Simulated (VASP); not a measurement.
# MgO (P6_3/mmc) in VASP: a series of runs

MgO is run at these levels: PBEsol; tasks: vibrations by perturbation theory, elastic constants.

Everything below comes from runs of VASP 6.6.1. Logs are shortened: lines on timing, memory, paths and dates and some standing lists are left out, and cuts for length are marked.

## 1. The cell of the first run

The structure is hexagonal, space group P6_3/mmc (No. 194). Conventional cell: a = 3.435 Å, b = 3.435 Å, c = 4.133 Å, α = 90.00°, β = 90.00°, γ = 120.00°. Within 2.6 Å of Mg (site symmetry -6m2) lie 5 O at 1.98 to 2.07 Å. Within 2.6 Å of O (site symmetry -6m2) lie 5 Mg at 1.98 to 2.07 Å.

## 2. Vibrations by perturbation theory, PBEsol

The input, INCAR:

```
  ALGO = Normal
  EDIFF = 1E-8
  ENCUT = 520
  GGA = PS
  IBRION = 8
  ISIF = 2
  ISMEAR = 0
  LASPH = True
  LCHARG = False
  LEPSILON = True
  LREAL = False
  LWAVE = False
  NELM = 100
  NSW = 1
  PREC = Accurate
  SIGMA = 0.01
```

The input, KPOINTS:

```
k-points
0
Gamma
  12 12 6
```

The input, POSCAR:

```
MgO
1.0
    3.4353081984      0.0000000000      0.0000000000
   -1.7176540992      2.9750641697      0.0000000000
    0.0000000000      0.0000000000      4.1325902751
Mg O
2 2
Direct
    0.6666666667      0.3333333333      0.7500000000
    0.3333333333      0.6666666667      0.2500000000
    0.6666666667      0.3333333333      0.2500000000
    0.3333333333      0.6666666667      0.7500000000
```

Potentials or basis: VASP PAW PBE potentials, release 64 (Mg, O).

On the command line:

```console
> cat potpaw_PBE.64/Mg/POTCAR potpaw_PBE.64/O/POTCAR > POTCAR
> mpirun -np 1 vasp_std > vasp.out
```

OUTCAR:

```text
EDIFF = 1E-8
   ENCUT = 520
   GGA = PS
   IBRION = 8
   ISIF = 2
   ISMEAR = 0
   LASPH = True
   LEPSILON = True
   LREAL = False
   NELM = 100
   NSW = 1
   PREC = Accurate

 ion  position               nearest neighbor table
   1  0.667  0.333  0.750-   4 1.98   4 1.98   4 1.98   3 2.07   3 2.07   2 2.86   2 2.86   2 2.86
                             2 2.86   2 2.86   2 2.86
   2  0.333  0.667  0.250-   3 1.98   3 1.98   3 1.98   4 2.07   4 2.07   1 2.86   1 2.86   1 2.86
                             1 2.86   1 2.86   1 2.86
   3  0.667  0.333  0.250-   2 1.98   2 1.98   2 1.98   1 2.07   1 2.07
   4  0.333  0.667  0.750-   1 1.98   1 1.98   1 1.98   2 2.07   2 2.07

  LATTYP: Found a hexagonal cell.
 ALAT       =     3.4353081984
 C/A-ratio  =     1.2029751150

  Lattice vectors:

 A1 = (   3.4353081984,   0.0000000000,   0.0000000000)
 A2 = (  -1.7176540992,   2.9750641697,   0.0000000000)
 A3 = (   0.0000000000,   0.0000000000,   4.1325902751)

Analysis of symmetry for initial positions (statically):
=====================================================================
 Subroutine PRICEL returns:
 Original cell was already a primitive cell.

 Routine SETGRP: Setting up the symmetry group for a
 hexagonal supercell.

 Subroutine GETGRP returns: Found 24 space group operations
 (whereof 12 operations were pure point group operations)
 out of a pool of 24 trial point group operations.

The static configuration has the point symmetry D_3d.
 The point group associated with its full space group is D_6h.

Analysis of symmetry for dynamics (positions and initial velocities):
=====================================================================
 Subroutine PRICEL returns:
 Original cell was already a primitive cell.

 Routine SETGRP: Setting up the symmetry group for a
 hexagonal supercell.

 Subroutine GETGRP returns: Found 24 space group operations
 (whereof 12 operations were pure point group operations)
 out of a pool of 24 trial point group operations.

The dynamic configuration has the point symmetry D_3d.
 The point group associated with its full space group is D_6h.

 Subroutine INISYM returns: Found 24 space group operations
 (whereof 12 operations are pure point group operations),
 and found     1 'primitive' translations

----------------------------------------------------------------------------------------

                                     Primitive cell

  volume of cell :      42.2362

  direct lattice vectors                    reciprocal lattice vectors
     3.435308198  0.000000000  0.000000000     0.291094697  0.168063602  0.000000000
    -1.717654099  2.975064170  0.000000000     0.000000000  0.336127204  0.000000000
     0.000000000  0.000000000  4.132590275     0.000000000  0.000000000  0.241978985

  length of vectors
     3.435308198  3.435308198  4.132590275     0.336127204  0.336127204  0.241978985

  position of ions in fractional coordinates (direct lattice)
     0.666666667  0.333333333  0.750000000
     0.333333333  0.666666667  0.250000000
     0.666666667  0.333333333  0.250000000
     0.333333333  0.666666667  0.750000000

  ion indices of the primitive-cell ions
   primitive index   ion index
                 1           1
                 2           2
                 3           3
                 4           4

----------------------------------------------------------------------------------------

 KPOINTS: k-points

Automatic generation of k-mesh.
 Grid dimensions read from file:
 generate k-points for:   12   12    6

 Generating k-lattice:

  Cartesian coordinates                     Fractional coordinates (reciprocal lattice)
     0.024257891  0.014005300  0.000000000     0.083333333 -0.000000000  0.000000000
     0.000000000  0.028010600  0.000000000     0.000000000  0.083333333  0.000000000
     0.000000000  0.000000000  0.040329831     0.000000000  0.000000000  0.166666667

[... 513 lines left out ...]

------------------------ aborting loop because EDIFF is reached ----------------------------------------

--------------------------------------- Ionic step        2  -------------------------------------------

------------------------ aborting loop because EDIFF is reached ----------------------------------------

--------------------------------------- Ionic step        3  -------------------------------------------

------------------------ aborting loop because EDIFF is reached ----------------------------------------

 PIEZOELECTRIC TENSOR FIELD DIRECTION 3  (e Angst)
 -----------------------------------------------------------------------------
     0.00024 -0.00000  0.00000           (  0.00000 -0.00000  0.00000)
     0.00000  0.00024  0.00000           (  0.00000  0.00000  0.00000)
     0.00000 -0.00000 -0.00049           (  0.00000  0.00000 -0.00002)

 PIEZOELECTRIC TENSOR FIELD DIRECTION 3  (C/m^2)
 -----------------------------------------------------------------------------
     0.00009 -0.00000  0.00000
     0.00000  0.00009  0.00000
     0.00000 -0.00000 -0.00019

[... ionic steps 4 to 9 ...]

--------------------------------------- Ionic step       10  -------------------------------------------

------------------------ aborting loop because EDIFF is reached ----------------------------------------

[... ionic steps 11 to 11 ...]

--------------------------------------- Ionic step       12  -------------------------------------------

 Free energy of the ion-electron system (eV)
  ---------------------------------------------------
  ---------------------------------------------------
  free energy    TOTEN  =        -0.37320945 eV

  energy without entropy =       -0.37320945

------------------------ aborting loop because EDIFF is reached ----------------------------------------

 INTERNAL STRAIN TENSOR  FOR ION    3  DIRECTION 3   (eV/Angst):
 -----------------------------------------------------------------------------
    -0.00033 -0.00000  0.00000
    -0.00000 -0.00033  0.00000
     0.00000 -0.00000  0.00510

 MACROSCOPIC STATIC DIELECTRIC TENSOR (including local field effects in DFT)
 ------------------------------------------------------
           2.959652    -0.000000     0.000000
           0.000000     2.959652     0.000000
           0.000000    -0.000000     2.960971
 ------------------------------------------------------

 PIEZOELECTRIC TENSOR (including local field effects)  for field in x, y, z        (e  Angst)
          XX          YY          ZZ          XY          YZ          ZX
  --------------------------------------------------------------------------------
  x     0.00000     0.00000     0.00000     0.00000     0.00000     0.00000
  y     0.00000     0.00000     0.00000     0.00000     0.00000     0.00000
  z     0.00000     0.00000     0.00000     0.00000     0.00000     0.00000

 PIEZOELECTRIC TENSOR (including local field effects)  for field in x, y, z        (C/m^2)
          XX          YY          ZZ          XY          YZ          ZX
  --------------------------------------------------------------------------------
  x     0.00000     0.00000     0.00000     0.00000     0.00000     0.00000
  y     0.00000     0.00000     0.00000     0.00000     0.00000     0.00000
  z     0.00000     0.00000     0.00000     0.00000     0.00000     0.00000

 BORN EFFECTIVE CHARGES (including local field effects) (in |e|, cummulative output)
 ---------------------------------------------------------------------------------
 ion    1
    1     1.75600     0.00000     0.00000
    2     0.00000     1.75600     0.00000
    3    -0.00000     0.00000     1.97921
 ion    2
    1     1.75600     0.00000     0.00000
    2     0.00000     1.75600     0.00000
    3     0.00000    -0.00000     1.97921
 ion    3
    1    -1.75600     0.00000     0.00000
    2     0.00000    -1.75600     0.00000
    3     0.00000     0.00000    -1.97921
 ion    4
    1    -1.75600     0.00000     0.00000
    2     0.00000    -1.75600     0.00000
    3    -0.00000     0.00000    -1.97921

 INTERNAL STRAIN TENSOR FOR ION    4 for displacements in x,y,z  (eV/Angst):
          X           Y           Z          XY          YZ          ZX
  --------------------------------------------------------------------------------
  x     0.00000     0.00000     0.00000   -10.74154     0.00000     0.00000
  y   -10.74154    10.74154    -0.00000     0.00000     0.00000     0.00000
  z    -0.00000     0.00000    -0.00000     0.00000    -0.00000     0.00000

 SECOND DERIVATIVES (NOT SYMMETRIZED)
 ------------------------------------
               1X          1Y          1Z          2X          2Y          2Z          3X          3Y          3Z          4X          4Y          4Z
  1X   -11.804512    0.000000    0.000000    1.545614    0.000000    0.000000    1.607072    0.000000    0.000000    8.651826    0.000000    0.000000
  1Y     0.000000  -11.804512    0.000000    0.000000    1.545614    0.000000    0.000000    1.607072    0.000000    0.000000    8.651826    0.000000
  1Z     0.000000    0.000000  -11.593930    0.000000    0.000000    5.440166    0.000000    0.000000    4.166852    0.000000    0.000000    1.986912
  2X     1.545614    0.000000    0.000000  -11.804512    0.000000    0.000000    8.651826    0.000000    0.000000    1.607072    0.000000    0.000000
  2Y     0.000000    1.545614    0.000000    0.000000  -11.804512    0.000000    0.000000    8.651826    0.000000    0.000000    1.607072    0.000000
  2Z     0.000000    0.000000    5.440166    0.000000    0.000000  -11.593930    0.000000    0.000000    1.986912    0.000000    0.000000    4.166852
  3X     1.608249    0.000000    0.000000    8.653275   -0.000000    0.000000  -12.189203    0.000000    0.000000    1.927680    0.000000    0.000000
  3Y     0.000000    1.608249    0.000000    0.000000    8.653275    0.000000   -0.000000  -12.189203    0.000000    0.000000    1.927680    0.000000
  3Z     0.000000    0.000000    4.163925    0.000000    0.000000    2.003786    0.000000    0.000000  -12.494213    0.000000    0.000000    6.326502
  4X     8.653275   -0.000000    0.000000    1.608249    0.000000    0.000000    1.927680    0.000000    0.000000  -12.189203    0.000000    0.000000
  4Y     0.000000    8.653275    0.000000    0.000000    1.608249    0.000000    0.000000    1.927680    0.000000   -0.000000  -12.189203    0.000000
  4Z     0.000000    0.000000    2.003786    0.000000    0.000000    4.163925    0.000000    0.000000    6.326502    0.000000    0.000000  -12.494213

 Eigenvectors and eigenvalues of the dynamical matrix
 ----------------------------------------------------

   1 f  =   17.129197 THz   107.625921 2PiTHz  571.368523 cm-1    70.840636 meV
             X         Y         Z           dx          dy          dz
      1.717654  0.991688  3.099443    -0.000000    0.000000    0.152078
     -0.000000  1.983376  1.033148     0.000000   -0.000000   -0.152078
      1.717654  0.991688  1.033148    -0.000000    0.000000   -0.690559
     -0.000000  1.983376  3.099443     0.000000   -0.000000    0.690559
[... 71 lines left out ...]
  12 f/i=    0.006918 THz     0.043466 2PiTHz    0.230755 cm-1     0.028610 meV
             X         Y         Z           dx          dy          dz
      1.717654  0.991688  3.099443    -0.000000   -0.000000    0.549349
     -0.000000  1.983376  1.033148    -0.000000   -0.000000    0.549349
      1.717654  0.991688  1.033148    -0.000000   -0.000000    0.445214
     -0.000000  1.983376  3.099443    -0.000000   -0.000000    0.445214

--------------------------------------------------------------------------------------------------------

 MACROSCOPIC STATIC DIELECTRIC TENSOR IONIC CONTRIBUTION
 ------------------------------------------------------
           2.575168    -0.000000    -0.000000
          -0.000000     2.575168    -0.000000
          -0.000000    -0.000000     5.448293
 ------------------------------------------------------

 ELASTIC MODULI CONTR FROM IONIC RELAXATION (kBar)
 Direction    XX          YY          ZZ          XY          YZ          ZX
 --------------------------------------------------------------------------------
 XX        -753.4024    753.4024     -0.0000      0.0000     -0.0000      0.0000
 YY         753.4024   -753.4024      0.0000     -0.0000      0.0000      0.0000
 ZZ          -0.0000      0.0000     -0.0000      0.0000     -0.0000      0.0000
 XY           0.0000     -0.0000      0.0000   -753.4024     -0.0000      0.0000
 YZ          -0.0000      0.0000     -0.0000     -0.0000     -0.0000      0.0000
 ZX           0.0000      0.0000      0.0000      0.0000      0.0000      0.0000
 --------------------------------------------------------------------------------

 PIEZOELECTRIC TENSOR IONIC CONTR  for field in x, y, z        (C/m^2)
          XX          YY          ZZ          XY          YZ          ZX
  --------------------------------------------------------------------------------
  x    -0.00000     0.00000     0.00000    -0.00000    -0.00000     0.00000
  y    -0.00000     0.00000     0.00000    -0.00000     0.00000     0.00000
  z    -0.00000     0.00000    -0.00000    -0.00000     0.00000     0.00000
```

Wall time 23 min (1 thread of Intel Xeon 8259CL, shared host); peak memory 0.5 GiB.

What came out:

| Property | Result |
| --- | --- |
| Electronic dielectric tensor (diagonal) | 2.96 |
| Born charges (mean of the diagonal) | Mg +1.83; O -1.83 e |
| Highest phonon frequency at Γ, LO-TO splitting left out | 571 cm⁻¹ |

Phonon frequencies in cm⁻¹ (negative: imaginary):
| q point | frequencies |
| --- | --- |
| (0.000, 0.000, 0.000) | 0 0 0 296 296 417 429 538 538 549 549 571 |

Electronic dielectric tensor:
```
2.96 0.00 0.00
0.00 2.96 0.00
0.00 0.00 2.96
```

Born effective charge tensors (e):
atom 1, Mg
```
1.76 0.00 0.00
0.00 1.76 0.00
0.00 0.00 1.98
```
atom 2, Mg
```
1.76 0.00 0.00
0.00 1.76 0.00
0.00 0.00 1.98
```
atom 3, O
```
-1.76  0.00  0.00
 0.00 -1.76  0.00
 0.00  0.00 -1.98
```
atom 4, O
```
-1.76  0.00  0.00
 0.00 -1.76  0.00
 0.00  0.00 -1.98
```

Caveat: the cell stands under pressure or tension, which shifts response properties; the PAW data sets were made with another functional, which shifts forces and pressure a little.

## 3. Elastic constants, PBEsol

This run uses another cell than the first one, of 9.93 Å³/atom.

The input, INCAR:

```
SYSTEM = MgO
ALGO = Normal
EDIFF = 1E-8
ENCUT = 600
GGA = PS
IBRION = 6
ISIF = 3
ISMEAR = 0
LASPH = .True.
LCHARG = .False.
LREAL = .False.
LWAVE = .False.
NBANDS = 16
NELM = 60
NFREE = 2
NSW = 1
POTIM = 0.015
PREC = Accurate
SIGMA = 0.01
```

The input, KPOINTS:

```
k-points
0
Gamma
  12 12 6
  0 0 0
```

The input, POSCAR:

```
MgO
1.0
    3.3629913130      0.0000000000      0.0000000000
   -1.6814956565      2.9124359098      0.0000000000
    0.0000000000      0.0000000000      4.0540516517
Mg O
2 2
Direct
    0.6666666667      0.3333333333      0.7500000000
    0.3333333333      0.6666666667      0.2500000000
    0.6666666667      0.3333333333      0.2500000000
    0.3333333333      0.6666666667      0.7500000000
```

Potentials or basis: VASP PAW PBE potentials, release 64 (Mg, O).

On the command line:

```console
> cat potpaw_PBE.64/Mg/POTCAR potpaw_PBE.64/O/POTCAR > POTCAR
> mpirun -np 1 vasp_std > vasp.out
```

Run time: 11 min. Hardware: 1 thread of Intel Xeon 6975P-C (Granite Rapids), shared host; peak memory 0.49 GiB.

Results (log left out):

| Quantity | Value |
| --- | --- |
| Voigt bulk modulus | 185 GPa |
| Highest phonon frequency at Γ, LO-TO splitting left out | 625 cm⁻¹ |

Phonon frequencies in cm⁻¹ (negative: imaginary):
```tsv
q point	frequencies
(0.000, 0.000, 0.000)	0 0 0 303 303 450 472 597 597 613 613 625
```

Elastic tensor in Voigt notation (GPa, in the Cartesian axes of the cell as first typed):
```
241 220  85   0   0   0
220 241  85   0   0   0
 85  85 401   0   0   0
  0   0   0 125   0   0
  0   0   0   0 125   0
  0   0   0   0   0  10
```

Clamped-ion elastic tensor (GPa):
```
348 112  85   0   0   0
112 348  85   0   0   0
 85  85 401   0   0   0
  0   0   0 125   0   0
  0   0   0   0 125   0
  0   0   0   0   0 118
```

Caveat: the cell is under stress, which shifts elastic constants; the PAW data sets were made with another functional, which shifts forces and pressure a little.
